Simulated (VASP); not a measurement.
# LiBeF3 (Amm2) in VASP: vibrations by perturbation theory with PBE

Aim: the vibrations by perturbation theory of LiBeF3 with PBE.

Everything below comes from runs of VASP 6.6.1. Logs are shortened: lines on timing, memory, paths and dates and some standing lists are left out, and cuts for length are marked.

### 1 The cell of the first run

The structure is orthorhombic, space group Amm2 (No. 38). Conventional cell: a = 2.768 Å, b = 5.228 Å, c = 8.170 Å, α = 90.00°, β = 90.00°, γ = 90.00°. Li (site symmetry mm2) has 5 F at 1.94 to 2.05 Å within 2.6 Å. Be (site symmetry mm2) has 4 F at 1.52 to 1.65 Å within 2.0 Å. Within 2.2 Å of F (site symmetry mm2) lie 2 Be at 1.65 Å and 1 Li at 2.05 Å. Within 2.0 Å of F (site symmetry m) lie 1 Be at 1.52 Å and 2 Li at 1.94 Å.

### 2 Vibrations by perturbation theory, PBE

INCAR

```
PREC     = Accurate       # precision mode
ENCUT    = 520            # plane-wave cutoff, eV
EDIFF    = 1E-8           # SCF threshold, eV
ISMEAR   = 0              # smearing method
SIGMA    = 0.01           # smearing width, eV
LREAL    = False          # projectors in reciprocal space
LASPH    = True           # aspherical terms in the spheres
NELM     = 100            # most SCF steps
ALGO     = Normal         # electronic algorithm
ISIF     = 2              # what is computed and relaxed
LWAVE    = False          # write WAVECAR
LCHARG   = False          # write CHGCAR
GGA      = PE             # functional
IBRION   = 8              # ionic algorithm
NSW      = 1              # ionic steps
LEPSILON = True           # dielectric tensor by DFPT
```

KPOINTS

```
regular mesh
0
Gamma
  8 6 6
```

POSCAR

```
LiBeF3
1.0
    2.7676776223      0.0000000000      0.0000000000
    0.0000000000      2.6139243165      4.0849415815
    0.0000000000     -2.6139243165      4.0849415815
Li Be F
1 1 3
Direct
    0.5000000000      0.6939637138      0.6939637138
    0.0000000000      0.0547781299      0.0547781299
    0.5000000000      0.9446467630      0.9446467630
    0.0000000000      0.9051558360      0.4009857773
    0.0000000000      0.4009857773      0.9051558360
```

Potentials or basis: VASP PAW PBE potentials, release 64 (Li_sv, Be, F).

Started as:

```console
$ cat potpaw_PBE.64/Li_sv/POTCAR potpaw_PBE.64/Be/POTCAR potpaw_PBE.64/F/POTCAR > POTCAR
$ mpirun -np 1 vasp_std > vasp.out
```

OUTCAR:

```text
PREC = Accurate
   ENCUT = 520
   EDIFF = 1E-8
   ISMEAR = 0
   LREAL = False
   LASPH = True
   NELM = 100
   ISIF = 2
   GGA = PE
   IBRION = 8
   NSW = 1
   LEPSILON = True

 ion  position               nearest neighbor table
   1  0.500  0.694  0.694-   4 1.94   5 1.94   4 1.94   5 1.94   3 2.05
   2  0.000  0.055  0.055-   4 1.52   5 1.52   3 1.65   3 1.65
   3  0.500  0.945  0.945-   2 1.65   2 1.65   1 2.05
   4  0.000  0.905  0.401-   2 1.52   1 1.94   1 1.94
   5  0.000  0.401  0.905-   2 1.52   1 1.94   1 1.94

  LATTYP: Found a base centered orthorhombic cell.
 ALAT       =     5.2278486330
 B/A-ratio  =     1.5627619957
 C/A-ratio  =     0.5294104356

  Lattice vectors:

 A1 = (   0.0000000000,   2.6139243165,  -4.0849415815)
 A2 = (   0.0000000000,   2.6139243165,   4.0849415815)
 A3 = (   2.7676776223,   0.0000000000,   0.0000000000)

Analysis of symmetry for initial positions (statically):
=====================================================================
 Subroutine PRICEL returns:
 Original cell was already a primitive cell.

 Routine SETGRP: Setting up the symmetry group for a
 base centered orthorhombic supercell.

 Subroutine GETGRP returns: Found  4 space group operations
 (whereof  4 operations were pure point group operations)
 out of a pool of  8 trial point group operations.

The static configuration has the point symmetry C_2v.

Analysis of symmetry for dynamics (positions and initial velocities):
=====================================================================
 Subroutine PRICEL returns:
 Original cell was already a primitive cell.

 Routine SETGRP: Setting up the symmetry group for a
 base centered orthorhombic supercell.

 Subroutine GETGRP returns: Found  4 space group operations
 (whereof  4 operations were pure point group operations)
 out of a pool of  8 trial point group operations.

The dynamic configuration has the point symmetry C_2v.

 Subroutine INISYM returns: Found  4 space group operations
 (whereof  4 operations are pure point group operations),
 and found     1 'primitive' translations

----------------------------------------------------------------------------------------

                                     Primitive cell

  volume of cell :      59.1050

  direct lattice vectors                    reciprocal lattice vectors
     2.767677622  0.000000000  0.000000000     0.361313757  0.000000000  0.000000000
     0.000000000  2.613924316  4.084941581     0.000000000  0.191283274  0.122400771
     0.000000000 -2.613924316  4.084941581     0.000000000 -0.191283274  0.122400771

  length of vectors
     2.767677622  4.849675047  4.849675047     0.361313757  0.227093020  0.227093020

  position of ions in fractional coordinates (direct lattice)
     0.500000000  0.693963714  0.693963714
     0.000000000  0.054778130  0.054778130
[... 704 lines left out ...]

 INTERNAL STRAIN TENSOR  FOR ION    4  DIRECTION 3   (eV/Angst):
 -----------------------------------------------------------------------------
    -1.76450  0.00000  0.00000
     0.00000 -7.26720  6.21489
     0.00000  6.20809 -5.46790

 MACROSCOPIC STATIC DIELECTRIC TENSOR (including local field effects in DFT)
 ------------------------------------------------------
           1.804670     0.000000     0.000000
           0.000000     1.757774     0.000000
           0.000000     0.000000     1.727710
 ------------------------------------------------------

 PIEZOELECTRIC TENSOR (including local field effects)  for field in x, y, z        (e  Angst)
          XX          YY          ZZ          XY          YZ          ZX
  --------------------------------------------------------------------------------
  x     0.00000     0.00000     0.00000     0.00000     0.00000     0.58985
  y     0.00000     0.00000     0.00000     0.00000    -0.34916     0.00000
  z     0.55543    -0.36628    -0.22878     0.00000     0.00000     0.00000

 PIEZOELECTRIC TENSOR (including local field effects)  for field in x, y, z        (C/m^2)
          XX          YY          ZZ          XY          YZ          ZX
  --------------------------------------------------------------------------------
  x     0.00000     0.00000     0.00000     0.00000     0.00000     0.15989
  y     0.00000     0.00000     0.00000     0.00000    -0.09465     0.00000
  z     0.15056    -0.09929    -0.06202     0.00000     0.00000     0.00000

 BORN EFFECTIVE CHARGES (including local field effects) (in |e|, cummulative output)
 ---------------------------------------------------------------------------------
 ion    1
    1     1.07530     0.00000     0.00000
    2     0.00000     1.11277     0.00000
    3     0.00000     0.00000     0.95089
 ion    2
    1     1.96378     0.00000     0.00000
    2     0.00000     1.78489     0.00000
    3     0.00000     0.00000     1.55020
 ion    3
    1    -1.29240     0.00000     0.00000
    2     0.00000    -0.59413     0.00000
    3     0.00000     0.00000    -0.97126
 ion    4
    1    -0.87334     0.00000     0.00000
    2     0.00000    -1.15177     0.26987
    3     0.00000     0.27012    -0.76492
 ion    5
    1    -0.87334     0.00000     0.00000
    2     0.00000    -1.15177    -0.26987
    3     0.00000    -0.27012    -0.76492

 INTERNAL STRAIN TENSOR FOR ION    5 for displacements in x,y,z  (eV/Angst):
          X           Y           Z          XY          YZ          ZX
  --------------------------------------------------------------------------------
  x     0.00000     0.00000     0.00000    -0.33221     0.00000    -2.33333
  y     0.32746   -11.68748    -5.74953     0.00000    -7.43083     0.00000
  z    -1.76450    -7.26720    -5.46790     0.00000    -6.20809     0.00000

 SECOND DERIVATIVES (NOT SYMMETRIZED)
 ------------------------------------
               1X          1Y          1Z          2X          2Y          2Z          3X          3Y          3Z          4X          4Y          4Z          5X          5Y          5Z
  1X    -3.263620    0.000000    0.000000    0.104975    0.000000    0.000000    0.194461    0.000000    0.000000    1.482092    0.000000    0.000000    1.482092    0.000000    0.000000
  1Y     0.000000   -4.442291    0.000000    0.000000    2.958158    0.000000    0.000000   -0.284544    0.000000    0.000000    0.884338    0.068387    0.000000    0.884338   -0.068387
  1Z     0.000000    0.000000   -2.359437    0.000000    0.000000    1.714515    0.000000    0.000000   -0.163480    0.000000    0.013253    0.404201    0.000000   -0.013253    0.404201
  2X     0.097602    0.000000    0.000000   -5.809974    0.000000    0.000000    4.060513    0.000000    0.000000    0.825930    0.000000    0.000000    0.825930    0.000000    0.000000
  2Y     0.000000    2.939944    0.000000    0.000000  -21.966558    0.000000    0.000000    2.978887    0.000000    0.000000    8.023863   -4.221903    0.000000    8.023863    4.221903
  2Z     0.000000    0.000000    1.722374    0.000000    0.000000  -16.274237    0.000000    0.000000    5.458403    0.000000   -4.401320    4.546730    0.000000    4.401320    4.546730
  3X     0.197771    0.000000    0.000000    4.071396    0.000000    0.000000   -7.262330    0.000000    0.000000    1.496581    0.000000    0.000000    1.496581    0.000000    0.000000
  3Y     0.000000   -0.298625    0.000000    0.000000    2.993923    0.000000    0.000000   -4.699971    0.000000    0.000000    1.002336   -2.322180    0.000000    1.002336    2.322180
  3Z     0.000000    0.000000   -0.177861    0.000000    0.000000    5.439374    0.000000    0.000000   -9.833408    0.000000   -2.346082    2.285948    0.000000    2.346082    2.285948
  4X     1.471532    0.000000    0.000000    0.827775    0.000000    0.000000    1.488524    0.000000    0.000000   -3.412040    0.000000    0.000000   -0.375791    0.000000    0.000000
  4Y     0.000000    0.880349    0.016136    0.000000    7.976299   -4.398707    0.000000    1.004957   -2.342958    0.000000  -14.476270    6.591947    0.000000    4.614666    0.133582
  4Z     0.000000    0.055106    0.394203    0.000000   -4.178659    4.531297    0.000000   -2.328331    2.287649    0.000000    6.586629   -6.589298    0.000000   -0.134745   -0.623852
  5X     1.471532    0.000000    0.000000    0.827775    0.000000    0.000000    1.488524    0.000000    0.000000   -0.375791    0.000000    0.000000   -3.412040    0.000000    0.000000
  5Y     0.000000    0.880349   -0.016136    0.000000    7.976299    4.398707    0.000000    1.004957    2.342958    0.000000    4.614666   -0.133582    0.000000  -14.476270   -6.591947
  5Z     0.000000   -0.055106    0.394203    0.000000    4.178659    4.531297    0.000000    2.328331    2.287649    0.000000    0.134745   -0.623852    0.000000   -6.586629   -6.589298

 Eigenvectors and eigenvalues of the dynamical matrix
 ----------------------------------------------------

   1 f  =   26.775631 THz   168.236249 2PiTHz  893.138902 cm-1   110.735061 meV
             X         Y         Z           dx          dy          dz
      1.383839  0.000000  5.669602    -0.000000   -0.131258    0.000000
      0.000000  0.000000  0.447531    -0.000000    0.906268   -0.000000
      1.383839  0.000000  7.717654    -0.000000   -0.055854    0.000000
      0.000000  1.317862  5.335512     0.000000   -0.243861    0.140345
      0.000000 -1.317862  5.335512     0.000000   -0.243861   -0.140345
[... 105 lines left out ...]
  15 f/i=    0.027381 THz     0.172038 2PiTHz    0.913324 cm-1     0.113238 meV
             X         Y         Z           dx          dy          dz
      1.383839  0.000000  5.669602     0.000000   -0.308681    0.000000
      0.000000  0.000000  0.447531     0.000000   -0.350480    0.000000
      1.383839  0.000000  7.717654     0.000000   -0.506805    0.000000
      0.000000  1.317862  5.335512     0.000000   -0.512347   -0.003842
      0.000000 -1.317862  5.335512     0.000000   -0.512347    0.003842

--------------------------------------------------------------------------------------------------------

 MACROSCOPIC STATIC DIELECTRIC TENSOR IONIC CONTRIBUTION
 ------------------------------------------------------
           3.209178     0.000000    -0.000000
           0.000000     1.920413     0.000000
          -0.000000    -0.000000     2.263086
 ------------------------------------------------------

 ELASTIC MODULI CONTR FROM IONIC RELAXATION (kBar)
 Direction    XX          YY          ZZ          XY          YZ          ZX
 --------------------------------------------------------------------------------
 XX        -157.1543    -41.4275   -154.9470      0.0000      0.0000      0.0000
 YY         -41.4275   -609.1476   -251.9993      0.0000     -0.0000     -0.0000
 ZZ        -154.9470   -251.9993   -314.6891      0.0000      0.0000      0.0000
 XY           0.0000      0.0000      0.0000     -1.9706     -0.0000      0.0000
 YZ          -0.0000     -0.0000     -0.0000     -0.0000   -439.0431     -0.0000
 ZX           0.0000     -0.0000      0.0000      0.0000     -0.0000   -253.2221
 --------------------------------------------------------------------------------

 PIEZOELECTRIC TENSOR IONIC CONTR  for field in x, y, z        (C/m^2)
          XX          YY          ZZ          XY          YZ          ZX
  --------------------------------------------------------------------------------
  x     0.00000     0.00000     0.00000    -0.00000     0.00000    -0.19116
  y    -0.00000    -0.00000    -0.00000     0.00000     0.13011    -0.00000
  z    -0.17247     0.09468     0.19048     0.00000     0.00000    -0.00000
```

Run time: 29 min. Hardware: 1 thread of Intel Xeon Platinum 8488C (Sapphire Rapids), shared host; peak memory 0.54 GiB.

What came out:

- Electronic dielectric tensor (diagonal): 1.80, 1.76, 1.73
- Born charges (mean of the diagonal): Li +1.05; Be +1.77; F -0.95, -0.93 (each value once) e
- Highest phonon frequency at Γ, LO-TO splitting left out: 893 cm⁻¹

Phonon frequencies in cm⁻¹ (negative: imaginary):
| q point | frequencies |
| --- | --- |
| (0.000, 0.000, 0.000) | -1 -1 -1 50 208 275 304 314 349 391 455 481 540 785 893 |

Electronic dielectric tensor:
```
1.80 0.00 0.00
0.00 1.76 0.00
0.00 0.00 1.73
```

Born effective charge tensors (e):
atom 1, Li
```
1.08 0.00 0.00
0.00 1.11 0.00
0.00 0.00 0.95
```
atom 2, Be
```
1.96 0.00 0.00
0.00 1.78 0.00
0.00 0.00 1.55
```
atom 3, F
```
-1.29  0.00  0.00
 0.00 -0.59  0.00
 0.00  0.00 -0.97
```
atom 4, F
```
-0.87  0.00  0.00
 0.00 -1.15  0.27
 0.00  0.27 -0.76
```
atom 5, F
```
-0.87  0.00  0.00
 0.00 -1.15 -0.27
 0.00 -0.27 -0.76
```
